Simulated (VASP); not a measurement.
# Ge8Mo3W (Cmmm) in VASP: single point with PBE

Aim: the single point of Ge8Mo3W with PBE.

All numbers are computed with VASP 6.6.1; they aren't measurements. Logs are shortened: lines on timing, memory, paths and dates and some standing lists are left out, and cuts for length are marked.

**1. The cell of the first run**

It takes space group Cmmm (No. 65, orthorhombic). Conventional cell: a = 4.721 Å, b = 8.286 Å, c = 9.443 Å, α = 90.00°, β = 90.00°, γ = 90.00°. Ge (site symmetry m) has 9 Ge at 2.69 to 3.34 Å and 4 Mo at 2.71 to 2.80 Å and 1 W at 2.72 Å within 3.5 Å. Within 3.5 Å of Ge (site symmetry m2m) lie 9 Ge at 2.68 to 3.34 Å and 3 W at 2.72 to 2.80 Å and 2 Mo at 2.72 Å. Within 3.5 Å of Ge (site symmetry m2m) lie 9 Ge at 2.68 to 3.34 Å and 5 Mo at 2.71 to 2.80 Å. Mo (site symmetry mm2) has 10 Ge at 2.71 to 2.80 Å and 2 Mo at 3.34 Å and 2 W at 3.34 Å within 3.6 Å. Within 3.6 Å of Mo (site symmetry mmm) lie 10 Ge at 2.71 to 2.80 Å and 4 Mo at 3.34 Å. W (site symmetry mmm) has 10 Ge at 2.72 to 2.80 Å and 4 Mo at 3.34 Å within 3.6 Å.

**2. Single point, PBE**

Input file INCAR:

```
SYSTEM = Ge8Mo3W
PREC = Accurate
ENCUT = 520
EDIFF = 1E-6
ISMEAR = 0
SIGMA = 0.1
LREAL = .FALSE.
LASPH = .TRUE.
NELM = 100
ALGO = Normal
ISIF = 2
LWAVE = .FALSE.
LCHARG = .TRUE.
GGA = PE
LELF = .TRUE.
LVHAR = .TRUE.
NBANDS = 96
```

Input file KPOINTS:

```
regular mesh
0
G
  4 4 2
  0 0 0
```

Input file POSCAR:

```
Ge8Mo3W
1.0
    2.3607470000     -4.1428340000      0.0000000000
    2.3607470000      4.1428340000      0.0000000000
    0.0000000000      0.0000000000      9.4426291000
Ge Mo W
8 3 1
Direct
    0.6620280000      0.3379720000      0.7504330000
    0.1619300000      0.8380700000      0.5000000000
    0.6620280000      0.3379720000      0.2495670000
    0.1616790000      0.8383210000      0.0000000000
    0.3379720000      0.6620280000      0.7504330000
    0.8380700000      0.1619300000      0.5000000000
    0.3379720000      0.6620280000      0.2495670000
    0.8383210000      0.1616790000      0.0000000000
    0.0000000000      0.0000000000      0.7503210000
    0.0000000000      0.0000000000      0.2496790000
    0.5000000000      0.5000000000      0.0000000000
    0.5000000000      0.5000000000      0.5000000000
```

Potentials or basis: VASP PAW PBE potentials, release 64 (Ge_d, Mo_sv, W_sv).

On the command line:

```bash
$ cat potpaw_PBE.64/Ge_d/POTCAR potpaw_PBE.64/Mo_sv/POTCAR potpaw_PBE.64/W_sv/POTCAR > POTCAR
$ mpirun -np 1 vasp_std > vasp.out
```

OUTCAR:

```text
SYSTEM = Ge8Mo3W
   PREC = Accurate
   ENCUT = 520
   EDIFF = 1E-6
   ISMEAR = 0
   LREAL = .FALSE.
   LASPH = .TRUE.
   NELM = 100
   ISIF = 2
   GGA = PE

 ion  position               nearest neighbor table
   1  0.662  0.338  0.750-   5 2.69  11 2.71   9 2.72   9 2.72  12 2.72   8 2.77   5 2.77   5 2.77
                             6 2.78   9 2.80
   2  0.162  0.838  0.500-   6 2.68  12 2.72  12 2.72  10 2.72   9 2.72   6 2.78   6 2.78   5 2.78
                             7 2.78  12 2.80
   3  0.662  0.338  0.250-   7 2.69  11 2.71  10 2.72  10 2.72  12 2.72   8 2.77   7 2.77   7 2.77
                             6 2.78  10 2.80
   4  0.162  0.838  0.000-   8 2.68   9 2.71  10 2.71  11 2.71  11 2.71   5 2.77   7 2.77   8 2.78
                             8 2.78  11 2.80
   5  0.338  0.662  0.750-   1 2.69  11 2.71   9 2.72   9 2.72  12 2.72   4 2.77   1 2.77   1 2.77
                             2 2.78   9 2.80
   6  0.838  0.162  0.500-   2 2.68  12 2.72  12 2.72  10 2.72   9 2.72   2 2.78   2 2.78   1 2.78
                             3 2.78  12 2.80
   7  0.338  0.662  0.250-   3 2.69  11 2.71  10 2.72  10 2.72  12 2.72   4 2.77   3 2.77   3 2.77
                             2 2.78  10 2.80
   8  0.838  0.162  0.000-   4 2.68   9 2.71  10 2.71  11 2.71  11 2.71   1 2.77   3 2.77   4 2.78
                             4 2.78  11 2.80
   9  0.000  0.000  0.750-   4 2.71   8 2.71   1 2.72   5 2.72   1 2.72   5 2.72   6 2.72   2 2.72
                             1 2.80   5 2.80  11 3.34  11 3.34  12 3.34  12 3.34
  10  0.000  0.000  0.250-   4 2.71   8 2.71   3 2.72   7 2.72   3 2.72   7 2.72   6 2.72   2 2.72
                             7 2.80   3 2.80  11 3.34  11 3.34  12 3.34  12 3.34
  11  0.500  0.500  0.000-   1 2.71   3 2.71   5 2.71   7 2.71   4 2.71   8 2.71   4 2.71   8 2.71
                             4 2.80   8 2.80   9 3.34  10 3.34   9 3.34  10 3.34
  12  0.500  0.500  0.500-   2 2.72   6 2.72   2 2.72   6 2.72   5 2.72   7 2.72   1 2.72   3 2.72
                             6 2.80   2 2.80   9 3.34  10 3.34   9 3.34  10 3.34

  LATTYP: Found a base centered orthorhombic cell.
 ALAT       =     4.7214940000
 B/A-ratio  =     1.7548826706
 C/A-ratio  =     1.9999239859

  Lattice vectors:

 A1 = (   2.3607470000,  -4.1428340000,   0.0000000000)
 A2 = (   2.3607470000,   4.1428340000,   0.0000000000)
 A3 = (   0.0000000000,   0.0000000000,   9.4426291000)

Analysis of symmetry for initial positions (statically):
=====================================================================
 Subroutine PRICEL returns:
 Original cell was already a primitive cell.

 Routine SETGRP: Setting up the symmetry group for a
 base centered orthorhombic supercell.

 Subroutine GETGRP returns: Found  8 space group operations
 (whereof  8 operations were pure point group operations)
 out of a pool of  8 trial point group operations.

The static configuration has the point symmetry D_2h.

Analysis of symmetry for dynamics (positions and initial velocities):
=====================================================================
 Subroutine PRICEL returns:
 Original cell was already a primitive cell.

 Routine SETGRP: Setting up the symmetry group for a
 base centered orthorhombic supercell.

 Subroutine GETGRP returns: Found  8 space group operations
 (whereof  8 operations were pure point group operations)
 out of a pool of  8 trial point group operations.

The dynamic configuration has the point symmetry D_2h.

 Subroutine INISYM returns: Found  8 space group operations
 (whereof  8 operations are pure point group operations),
 and found     1 'primitive' translations

----------------------------------------------------------------------------------------

                                     Primitive cell

  volume of cell :     184.7013

  direct lattice vectors                    reciprocal lattice vectors
     2.360747000 -4.142834000  0.000000000     0.211797368 -0.120690329  0.000000000
     2.360747000  4.142834000  0.000000000     0.211797368  0.120690329  0.000000000
     0.000000000  0.000000000  9.442629100     0.000000000  0.000000000  0.105902709

  length of vectors
     4.768249149  4.768249149  9.442629100     0.243770959  0.243770959  0.105902709

  position of ions in fractional coordinates (direct lattice)
     0.662028000  0.337972000  0.750433000
     0.161930000  0.838070000  0.500000000
     0.662028000  0.337972000  0.249567000
     0.161679000  0.838321000  0.000000000
     0.337972000  0.662028000  0.750433000
     0.838070000  0.161930000  0.500000000
     0.337972000  0.662028000  0.249567000
[... 41 lines left out ...]

 Subroutine IBZKPT returns following result:
 ===========================================

 Found     14 irreducible k-points:

 Following reciprocal coordinates:
            Coordinates               Weight
  0.000000  0.000000  0.000000      1.000000
  0.250000 -0.000000  0.000000      4.000000
  0.500000 -0.000000  0.000000      2.000000
  0.250000  0.250000  0.000000      2.000000
  0.500000  0.250000  0.000000      4.000000
 -0.250000  0.250000  0.000000      2.000000
  0.500000  0.500000  0.000000      1.000000
  0.000000  0.000000  0.500000      1.000000
  0.250000 -0.000000  0.500000      4.000000
  0.500000 -0.000000  0.500000      2.000000
  0.250000  0.250000  0.500000      2.000000
  0.500000  0.250000  0.500000      4.000000
 -0.250000  0.250000  0.500000      2.000000
  0.500000  0.500000  0.500000      1.000000
   k-points           NKPTS =     14   k-points in BZ     NKDIM =     14   number of bands    NBANDS=     96
   number of dos      NEDOS =    301   number of ions     NIONS =     12
   total plane-waves  NPLWV =  90720
   dimension x,y,z NGX =    36 NGY =   36 NGZ =   70
   dimension x,y,z NGXF=    72 NGYF=   72 NGZF=  140
   ions per type =               8   3   1
   NGX,Y,Z   is equivalent  to a cutoff of  12.55, 12.55, 12.32 a.u.
   NGXF,Y,Z  is equivalent  to a cutoff of  25.10, 25.10, 24.65 a.u.
 SYSTEM =  Ge8Mo3W
   PREC   = accura    normal or accurate (medium, high low for compatibility)
   ISTART =      0    job   : 0-new  1-cont  2-samecut
   ICHARG =      2    charge: 1-file 2-atom 10-const
   ISPIN  =      1    spin polarized calculation?
   LNONCOLLINEAR =      F non collinear calculations
   LSORBIT =      F    spin-orbit coupling
   LASPH  =      T    aspherical Exc in radial PAW
   ENCUT  =  520.0 eV  38.22 Ry    6.18 a.u.   8.87  8.87 17.56*2*pi/ulx,y,z
   NELM   =    100;   NELMIN=  2; NELMDL= -5     # of ELM steps
   EDIFF  = 0.1E-05   stopping-criterion for ELM
   LREAL  =      F    real-space projection
   EDIFFG = 0.1E-04   stopping-criterion for IOM
   NSW    =      0    number of steps for IOM
   IBRION =     -1    ionic relax: 0-MD 1-quasi-New 2-CG
   NFREE  =      0    steps in history (QN), initial steepest desc. (CG)
   ISIF   =      2    stress and relaxation
   ISYM   =      2    0-nonsym 1-usesym 2-fastsym
   POTIM  = 0.5000    time-step for ionic-motion
   TEBEG  =    0.0;   TEEND  =   0.0 temperature during run
   PSTRESS=    0.0 pullay stress
   NELECT =     168.0000    total number of electrons
   NUPDOWN=      -1.0000    fix difference up-down
   EMIN   =  10.00;   EMAX   =-10.00  energy-range for DOS
   EFERMI =   0.00;   METHOD = LEGACY
   ISMEAR =     0;   SIGMA  =   0.10  broadening in eV -4-tet -1-fermi 0-gaus
   EFERMI_NEDOS =   21; number of points for ismear=-14 and -15
   IALGO  =     38    algorithm
   IMIX   =      4    mixing-type and parameters
     AMIX     =   0.40;   BMIX     =  1.00
     AMIX_MAG =   1.60;   BMIX_MAG =  1.00
  volume/ion in A,a.u.               =      15.39       103.87
  Fermi-wavevector in a.u.,A,eV,Ry     =   1.586188  2.997460 34.232149  2.515992
  Thomas-Fermi vector in A             =   2.685537
   LORBIT       =      0    0 simple, 1 ext, 2 COOP (PROOUT), +10 PAW based schemes
   GGA     = PE    functional components
   LHFCALC =     F    Hartree Fock is set to
   AEXX    =    0.0000 exact exchange contribution
   IVDW    =     0    specifies the selected vdW correction
   LEPSILON=     F    determine dielectric tensor
   LRPA    =     F    only Hartree local field effects (RPA)
 non-spin polarized calculation
 Gauss-broadening in eV      SIGMA  =   0.10
  energy-cutoff  :      520.00
  volume of cell :      184.70
 maximum number of plane-waves:      5004
   NGX = 17   NGY = 17   NGZ = 35

 number of electron     167.9999918 magnetization

 Free energy of the ion-electron system (eV)
  ---------------------------------------------------
  ext. energy  EPLUGINS =         0.00000000
  ---------------------------------------------------
  free energy    TOTEN  =       -82.98271888 eV

  energy without entropy =      -82.97271021  energy(sigma->0) =      -82.97771454

 E-fermi :  10.0455     XC(G=0): -12.7648

 val. band max:       10.0293889405   @ k =   0.5000   0.5000   0.5000
 cond. band min:      10.1997393756   @ k =  -0.2500   0.2500   0.5000
 fundamental gap:      0.1703504351
 Fermi energy:        10.0455413440

 k-point     1 :       0.0000    0.0000    0.0000
  band No.  band energies     occupation
      1     -63.8981      2.00000
      2     -50.7770      2.00000
      3     -50.7728      2.00000
      4     -50.7608      2.00000
      5     -28.1599      2.00000
      6     -28.1545      2.00000
[... 1375 lines left out ...]
     95      14.7543      0.00000
     96      14.7945      0.00000

------------------------ aborting loop because EDIFF is reached ----------------------------------------

  FORCE on cell =-STRESS in cart. coord.  units (eV):
  Direction    XX          YY          ZZ          XY          YZ          ZX
  --------------------------------------------------------------------------------------
  -------------------------------------------------------------------------------------
  Total       -0.1316942      0.4274483      0.4684519      0.0000000      0.0000000      0.0000000
  in kB       -1.1423714      3.7078681      4.0635504      0.0000000      0.0000000      0.0000000
  external PRESSURE =       2.2096824 kB  Pullay stress =       0.0000000 kB

 VOLUME and BASIS-vectors are now :
 -----------------------------------------------------------------------------
  energy-cutoff  :      520.00
  volume of cell :      184.70
      direct lattice vectors                 reciprocal lattice vectors
     2.360747000 -4.142834000  0.000000000     0.211797368 -0.120690329  0.000000000
     2.360747000  4.142834000  0.000000000     0.211797368  0.120690329  0.000000000
     0.000000000  0.000000000  9.442629100     0.000000000  0.000000000  0.105902709

 POSITION                                       TOTAL-FORCE (eV/Angst)
 -----------------------------------------------------------------------------------
      2.36075     -1.34251      7.08606        -0.000000     -0.026959     -0.003409
      2.36075      2.80114      4.72131        -0.000000     -0.031433      0.000000
      2.36075     -1.34251      2.35657        -0.000000     -0.026959      0.003409
      2.36075      2.80322      0.00000        -0.000000     -0.025061      0.000000
      2.36075      1.34251      7.08606        -0.000000      0.026959     -0.003409
      2.36075     -2.80114      4.72131        -0.000000      0.031433      0.000000
      2.36075      1.34251      2.35657        -0.000000      0.026959      0.003409
      2.36075     -2.80322      0.00000        -0.000000      0.025061     -0.000000
      0.00000      0.00000      7.08500        -0.000000      0.000000      0.027625
      0.00000      0.00000      2.35763         0.000000      0.000000     -0.027625
      2.36075      0.00000      0.00000        -0.000000     -0.000000      0.000000
      2.36075      0.00000      4.72131        -0.000000      0.000000      0.000000
 -----------------------------------------------------------------------------------
    total drift:                                0.000000      0.000000     -0.000000

  FREE ENERGIE OF THE ION-ELECTRON SYSTEM (eV)
  ---------------------------------------------------
  free  energy   TOTEN  =       -82.9827188767 eV

  energy  without entropy=      -82.9727102057  energy(sigma->0) =      -82.97771454
```

Wall time 5.4 min (1 thread of AMD EPYC 7R13 (Zen 3), shared host); peak memory 0.37 GiB.

What came out:

| Quantity | Value |
| --- | --- |
| Free energy | -82.9827 eV |
| Pressure | 0.2 GPa |
| Largest force | 0.031 eV/Å |
| Band gap on the k mesh | zero (bands 84 and 85 overlap by 0.83 eV) |

Forces on the atoms (eV/Å):
```
Ge   0.000 -0.027 -0.003
Ge   0.000 -0.031  0.000
Ge   0.000 -0.027  0.003
Ge   0.000 -0.025  0.000
Ge   0.000  0.027 -0.003
Ge   0.000  0.031  0.000
Ge   0.000  0.027  0.003
Ge   0.000  0.025  0.000
Mo   0.000  0.000  0.028
Mo   0.000  0.000 -0.028
Mo   0.000  0.000  0.000
W    0.000  0.000  0.000
```

Stress tensor (GPa, compression positive):
```
-0.11  0.00  0.00
 0.00  0.37  0.00
 0.00  0.00  0.41
```

Levels at points of the mesh, in eV from the Fermi level:
| k point | band 82 | band 83 | band 84 | band 85 | band 86 | band 87 |
| --- | --- | --- | --- | --- | --- | --- |
| (0.00, 0.00, 0.00) | -1.35 | -1.06 | 0.52 | 1.88 | 2.02 | 2.11 |
| (0.50, 0.00, 0.00) | -1.67 | -0.02 | -0.02 | 1.37 | 1.46 | 1.53 |
| (0.50, 0.50, 0.00) | -0.41 | -0.37 | -0.31 | -0.31 | 0.45 | 0.55 |
| (0.00, 0.00, 0.50) | -1.27 | -0.86 | -0.85 | 1.43 | 1.61 | 2.39 |
| (0.50, 0.00, 0.50) | -0.94 | -0.92 | -0.89 | 1.53 | 1.54 | 1.56 |
| (0.50, 0.50, 0.50) | -0.77 | -0.54 | -0.45 | -0.11 | -0.02 | 0.98 |

Caveat: the k points lie up to 0.38 Å⁻¹ apart, too coarse for converged energies and pressures of a metal; spin-orbit coupling is left out, which moves the levels of the heavy elements.

The gap in the log of VASP goes by the Fermi energy; the results here count the filled bands.